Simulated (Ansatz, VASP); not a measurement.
## Two plane-wave programs on KCl

Contents of POSCAR:

```
KCl
1.0
    0.0000000000      3.5072828304      3.5072828304
    3.5072828304      0.0000000000      3.5072828304
    3.5072828304      3.5072828304      0.0000000000
K Cl
1 1
Direct
    0.0000000000      0.0000000000      0.0000000000
    0.2500000000      0.2500000000      0.2500000000
```

File INCAR.step1:

```
SYSTEM = KCl
  PREC = Accurate
  ENCUT = 520
  ISMEAR = 0
  SIGMA = 0.5
  LREAL = .FALSE.
  LASPH = .TRUE.
  NELM = 60
  NBANDS = 15
  GGA = PE
  ALGO = Normal
  EDIFF = 1E-4
  LWAVE = .TRUE.
  LCHARG = .FALSE.
```

Contents of INCAR.step2:

```
SYSTEM = KCl
  PREC = Accurate
  ENCUT = 520
  EDIFF = 1E-6
  ISMEAR = 0
  SIGMA = 0.5
  LREAL = .FALSE.
  LASPH = .TRUE.
  NELM = 60
  ALGO = Normal
  ISIF = 2
  LWAVE = .FALSE.
  LCHARG = .FALSE.
  METAGGA = R2SCAN
  LMIXTAU = .TRUE.
  NBANDS = 15
  ISTART = 1
```

The input KPOINTS:

```
regular mesh
0
G
  4 4 4
  0 0 0
```

Input for Ansatz:

```yaml
crystal:
  lattice:
    - [0.0, 3.5072828304, 3.5072828304]
    - [3.5072828304, 0.0, 3.5072828304]
    - [3.5072828304, 3.5072828304, 0.0]
  atoms:
    - { symbol: K, position: [0.0, 0.0, 0.0] }
    - { symbol: Cl, position: [0.25, 0.25, 0.25] }
kpoints:
  mp_grid: { grid: [4, 4, 4] }
hamiltonian:
  xc: r2scan
scf:
  occupations: { method: gaussian, width: 0.5 }
  n_extra_bands: 4
output:
  forces: true
  stress: true
  eigenvalues: true
```

Alike in both runs: task single point; functional r2SCAN; k mesh 4 × 4 × 4; occupations gaussian, width 0.5 eV; no spin polarisation.

|  | VASP | Ansatz |
| --- | --- | --- |
| version | VASP 6.6.1 | Ansatz 0.2.0 |
| potentials or method | VASP PAW PBE potentials, release 64 (K_sv, Cl) | plane waves |
| plane-wave cutoff (eV) | 520 | 500 |
| valence electrons in the cell | 16 | 16 |

```tsv
	VASP	Ansatz	Ansatz less VASP
gap on the k mesh at the Fermi level (eV)	5.35	5.35	-0.002
pressure (GPa)	0.0	0.0	+0.02
```

VASP's potentials were made for PBE, not for r2SCAN. The functional is the same, so the differences come from potentials, cutoffs and numerics.
